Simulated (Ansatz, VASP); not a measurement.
# MgO in VASP and in Ansatz

The input INCAR:

```
PREC = Accurate
ENCUT = 600
EDIFF = 1E-6
ISMEAR = 0
SIGMA = 0.05
LREAL = F
LASPH = T
NELM = 120
ALGO = Normal
ISIF = 2
LWAVE = F
LCHARG = F
GGA = PE
NBANDS = 11
GGA_COMPAT = F
```

KPOINTS

```
Automatic mesh
0
Gamma
  10 10 10
```

POSCAR

```
MgO
1.0
    0.0000000000      2.1095627621      2.1095627621
    2.1095627621      0.0000000000      2.1095627621
    2.1095627621      2.1095627621      0.0000000000
Mg O
1 1
Direct
    0.0199592763      0.0199592763     -0.0199592763
    0.4696787168      0.4696787168      0.5303212832
```

Input for Ansatz:

```yaml
crystal:
  lattice:
    - [0.0, 2.1095627621, 2.1095627621]
    - [2.1095627621, 0.0, 2.1095627621]
    - [2.1095627621, 2.1095627621, 0.0]
  atoms:
    - { symbol: Mg, position: [0.0199592763, 0.0199592763, -0.0199592763] }
    - { symbol: O, position: [0.4696787168, 0.4696787168, 0.5303212832] }
basis:
  ecutwfc: 520.0
kpoints:
  mp_grid: { grid: [10, 10, 10] }
hamiltonian:
  xc: pbe
  pseudopotentials: { kind: paw, azcp: { folder: soft_1 } }
scf:
  occupations: { method: gaussian, width: 0.05 }
output:
  forces: true
  stress: true
  eigenvalues: true
```

Change from the starting cell: mode 6 frozen in at -0.129 Å, equal normal strain along x, y and z -0.0083.

Alike in both runs: task single point; functional PBE; k mesh 10 × 10 × 10; occupations gaussian, width 0.05 eV; no spin polarisation.

|  | VASP | Ansatz |
| --- | --- | --- |
| version | VASP 6.6.1 | Ansatz 0.2.0 |
| potentials or method | VASP PAW PBE potentials, release 64 (Mg, O), cutoff 600 eV | scalar-relativistic, plane waves, PAW |
| valence electrons in the cell | 8 | 16 |

```csv
,VASP,Ansatz,Ansatz less VASP
gap on the k mesh at the Fermi level (eV),4.67,4.69,+0.018
least direct gap on the mesh (eV),4.67,4.69,+0.018
pressure (GPa),7.5,8.5,+0.98
"traceless stress, the component that is largest in VASP (GPa)",11.29,11.12,-0.175
rms of the force components (eV/Å),0.885,0.873,-0.0121
```

Atom by atom the forces differ by 0.012 eV/Å (rms over components). With one functional, cell and mesh, what is left measures potentials, basis and numerics. VASP's potentials hold 8 valence electrons a cell and Ansatz's 16, so a difference there can come from the potentials and not from the codes.
